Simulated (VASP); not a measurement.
# LiH (P-3m1) in VASP: elastic constants with PBE

Aim: the elastic constants of LiH with PBE.

All numbers are computed with VASP 6.6.1; they aren't measurements. Logs are shortened: lines on timing, memory, paths and dates and some standing lists are left out, and cuts for length are marked.

## 1. The cell of the first run

Symmetry: P-3m1, No. 164, trigonal system. Conventional cell: a = 2.812 Å, b = 2.812 Å, c = 11.840 Å, α = 90.00°, β = 90.00°, γ = 120.00°. Li (site symmetry 3m) has 6 H at 1.99 to 2.03 Å and 1 Li at 2.45 Å within 2.6 Å. Li (site symmetry -3m) has 6 H at 2.03 Å and 2 Li at 2.45 Å within 2.7 Å. Li (site symmetry 3m) has 6 H at 1.99 Å within 2.6 Å. H (site symmetry 3m) has 6 Li at 1.99 Å within 2.6 Å. H (site symmetry 3m) has 6 Li at 2.03 Å within 2.7 Å. H (site symmetry -3m) has 6 Li at 1.99 Å within 2.6 Å.

## 2. Elastic constants, PBE

Contents of INCAR:

```
SYSTEM = LiH
PREC = Accurate ; ENCUT = 750
EDIFF = 1E-8 ; ISMEAR = 0
SIGMA = 0.01 ; LREAL = .False.
LASPH = .True. ; NELM = 120
ALGO = Normal ; ISIF = 3
LWAVE = .False. ; LCHARG = .False.
GGA = PE ; NBANDS = 21
IBRION = 6 ; NFREE = 2
POTIM = 0.015 ; NSW = 1
GGA_COMPAT = .False. ; KPAR = 4
```

Contents of KPOINTS:

```
regular mesh
0
Gamma
  12 12 2
  0 0 0
```

Contents of POSCAR:

```
LiH
1.0
    2.8118599498      0.0000000000      0.0000000000
   -1.4059299749      2.4351421484      0.0000000000
    0.0000000000      0.0000000000     11.8399742335
Li H
5 5
Direct
    0.0000000000      0.0000000000      0.7929663847
    0.0000000000      0.0000000000      0.0000000000
    0.0000000000      0.0000000000      0.2070336153
    0.3333333333      0.6666666667      0.4023024425
    0.6666666667      0.3333333333      0.5976975575
    0.3333333333      0.6666666667      0.6954374662
    0.6666666667      0.3333333333      0.8965786158
    0.3333333333      0.6666666667      0.1034213842
    0.6666666667      0.3333333333      0.3045625338
    0.0000000000      0.0000000000      0.5000000000
```

Potentials or basis: VASP PAW PBE potentials, release 64 (Li_sv, H).

On the command line:

```console
$ cat potpaw_PBE.64/Li_sv/POTCAR potpaw_PBE.64/H/POTCAR > POTCAR
$ mpirun -np 4 vasp_std > vasp.out
```

OUTCAR:

```text
SYSTEM = LiH
   PREC = Accurate
   ENCUT = 750
   EDIFF = 1E-8
   ISMEAR = 0
   LREAL = .False.
   LASPH = .True.
   NELM = 120
   ISIF = 3
   GGA = PE
   IBRION = 6
   NFREE = 2
   POTIM = 0.015
   NSW = 1

 ion  position               nearest neighbor table
   1  0.000  0.000  0.793-   2 2.45
   2  0.000  0.000  0.000-   1 2.45   3 2.45
   3  0.000  0.000  0.207-   2 2.45
   4  0.333  0.667  0.402-
   5  0.667  0.333  0.598-
   6  0.333  0.667  0.695-
   7  0.667  0.333  0.897-
   8  0.333  0.667  0.103-
   9  0.667  0.333  0.305-
  10  0.000  0.000  0.500-

  LATTYP: Found a hexagonal cell.
 ALAT       =     2.8118599498
 C/A-ratio  =     4.2107268658

  Lattice vectors:

 A1 = (   2.8118599498,   0.0000000000,   0.0000000000)
 A2 = (  -1.4059299749,   2.4351421484,   0.0000000000)
 A3 = (   0.0000000000,   0.0000000000,  11.8399742335)

Analysis of symmetry for initial positions (statically):
=====================================================================
 Subroutine PRICEL returns:
 Original cell was already a primitive cell.

 Routine SETGRP: Setting up the symmetry group for a
 hexagonal supercell.

 Subroutine GETGRP returns: Found 12 space group operations
 (whereof 12 operations were pure point group operations)
 out of a pool of 24 trial point group operations.

The static configuration has the point symmetry D_3d.

Analysis of symmetry for dynamics (positions and initial velocities):
=====================================================================
 Subroutine PRICEL returns:
 Original cell was already a primitive cell.

 Routine SETGRP: Setting up the symmetry group for a
 hexagonal supercell.

 Subroutine GETGRP returns: Found 12 space group operations
[... 396 lines left out ...]
  ---------------------------------------------------
  free energy    TOTEN  =       -30.41846995 eV

  energy without entropy =      -30.41846995  energy(sigma->0) =      -30.41846995

 E-fermi :   0.1550     XC(G=0):  -8.4868

 val. band max:        0.0145520347   @ k =   0.5000  -0.0000   0.0000
 cond. band min:       3.4687459258   @ k =   0.5000  -0.0000   0.5000
 fundamental gap:      3.4541938911
 Fermi energy:         0.1549924302

 k-point     1 :       0.0000    0.0000    0.0000
  band No.  band energies     occupation
      1     -44.3405      2.00000
      2     -44.2998      2.00000
      3     -44.2673      2.00000
      4     -44.2596      2.00000
      5     -44.1994      2.00000
      6      -5.3812      2.00000
[... 565 lines left out ...]
     20      12.2092      0.00000
     21      12.3583      0.00000

 [... further k-points ...]
[... 5 lines left out ...]
  --------------------------------------------------------------------------------------
  -------------------------------------------------------------------------------------
  Total       -0.0964320     -0.0964320     -0.0956379      0.0000000      0.0000000     -0.0000000
  in kB       -1.9057373     -1.9057373     -1.8900437      0.0000000      0.0000000     -0.0000000
  external PRESSURE =      -1.9005061 kB  Pullay stress =       0.0000000 kB
[... 25 lines left out ...]
  FREE ENERGIE OF THE ION-ELECTRON SYSTEM (eV)
  ---------------------------------------------------
  free  energy   TOTEN  =       -30.4184699466 eV

  energy  without entropy=      -30.4184699466  energy(sigma->0) =      -30.41846995

 INTERNAL STRAIN TENSORS FROM STRAINED CELLS
 ============================================

 INTERNAL STRAIN TENSOR FOR ION    1 for displacements in x,y,z  (eV/Angst):
          X           Y           Z          XY          YZ          ZX
  --------------------------------------------------------------------------------
  x    -0.00000    -0.00000     0.00000     0.07512     0.00000    -0.84069
  y     0.07506    -0.07494     0.00000     0.00000    -0.84142    -0.00001
  z    -0.79458    -0.79506     1.38170     0.00016    -0.00016    -0.00013

 INTERNAL STRAIN TENSORS FROM DISPLACED ATOMS
 ============================================

 INTERNAL STRAIN TENSOR FOR ION    1 for displacements in x,y,z  (eV/Angst):
          X           Y           Z          XY          YZ          ZX
  --------------------------------------------------------------------------------
  x     0.00000     0.00000     0.00000     0.07572     0.00000    -0.84393
  y     0.07572    -0.07572     0.00000     0.00000    -0.84393     0.00000
  z    -0.79476    -0.79476     1.37315     0.00000    -0.00000     0.00000
[... 8 lines left out ...]
 INTERNAL STRAIN TENSOR FOR ION   10 for displacements in x,y,z  (eV/Angst):
          X           Y           Z          XY          YZ          ZX
  --------------------------------------------------------------------------------
  x     0.00000     0.00000     0.00000     0.00000     0.00000     0.00000
  y     0.00000     0.00000     0.00000     0.00000     0.00000     0.00000
  z     0.00000     0.00000     0.00000     0.00000     0.00000     0.00000

 Eigenvectors and eigenvalues of the dynamical matrix
   1 f  =   32.907166 THz   206.761825 2PiTHz 1097.664921 cm-1   136.093044 meV
   2 f  =   32.698538 THz   205.450975 2PiTHz 1090.705832 cm-1   135.230227 meV
   3 f  =   32.388735 THz   203.504425 2PiTHz 1080.371915 cm-1   133.948985 meV
   4 f  =   31.794671 THz   199.771811 2PiTHz 1060.556075 cm-1   131.492136 meV
   5 f  =   23.039599 THz   144.762072 2PiTHz  768.518311 cm-1    95.284084 meV
   6 f  =   23.039599 THz   144.762072 2PiTHz  768.518311 cm-1    95.284084 meV
[... 19 lines left out ...]
  26 f  =    3.142296 THz    19.743626 2PiTHz  104.815701 cm-1    12.995485 meV
  27 f  =    3.142296 THz    19.743626 2PiTHz  104.815701 cm-1    12.995485 meV
  28 f/i=    0.006615 THz     0.041564 2PiTHz    0.220657 cm-1     0.027358 meV
  29 f/i=    0.023912 THz     0.150245 2PiTHz    0.797627 cm-1     0.098893 meV
  30 f/i=    0.023912 THz     0.150245 2PiTHz    0.797627 cm-1     0.098893 meV

 ELASTIC MODULI CONTR FROM IONIC RELAXATION (kBar)
 Direction    XX          YY          ZZ          XY          YZ          ZX
 --------------------------------------------------------------------------------
 XX          -9.1390     -5.0253     12.3855     -0.0000      9.9741      0.0000
 YY          -5.0253     -9.1390     12.3855      0.0000     -9.9741     -0.0000
 ZZ          12.3855     12.3855    -21.6668      0.0000      0.0000     -0.0000
 XY          -0.0000      0.0000      0.0000     -2.0569      0.0000      9.9741
 YZ           9.9741     -9.9741      0.0000      0.0000    -58.3811     -0.0000
 ZX           0.0000     -0.0000     -0.0000      9.9741     -0.0000    -58.3810
 --------------------------------------------------------------------------------

 TOTAL ELASTIC MODULI (kBar)
 Direction    XX          YY          ZZ          XY          YZ          ZX
 --------------------------------------------------------------------------------
 XX         977.3093    114.3477    -25.2279     -0.0000    -21.6964      0.0000
 YY         114.3477    977.3093    -25.2279      0.0000     21.6964     -0.0000
 ZZ         -25.2279    -25.2279   1171.3619      0.0000      0.0000     -0.0000
 XY          -0.0000      0.0000      0.0000    431.4808      0.0000    -21.6964
 YZ         -21.6964     21.6964      0.0000      0.0000    257.1985     -0.0000
 ZX           0.0000     -0.0000     -0.0000    -21.6964     -0.0000    257.1986
 --------------------------------------------------------------------------------
```

Wall time 21 min (4 MPI ranks of Intel Xeon Platinum 8559C (Emerald Rapids), shared host); peak memory 0.72 GiB.

Results:

| Item | Value |
| --- | --- |
| Voigt bulk modulus | 36 GPa |
| Highest phonon frequency at Γ | 1098 cm⁻¹ |

Phonon frequencies in cm⁻¹ (negative: imaginary):
| q point | frequencies |
| --- | --- |
| (0.000, 0.000, 0.000) | -1 -1 0 105 105 137 137 202 202 257 257 309 319 501 539 585 585 597 642 642 657 657 732 732 769 769 1061 1080 1091 1098 |

Elastic tensor in Voigt notation (GPa, in the Cartesian axes of the cell as first typed):
```
 98  11  -3  -2   0   0
 11  98  -3   2   0   0
 -3  -3 117   0   0   0
 -2   2   0  26   0   0
  0   0   0   0  26  -2
  0   0   0   0  -2  43
```

Clamped-ion elastic tensor (GPa):
```
 99  12  -4  -3   0   0
 12  99  -4   3   0   0
 -4  -4 119   0   0   0
 -3   3   0  32   0   0
  0   0   0   0  32  -3
  0   0   0   0  -3  43
```
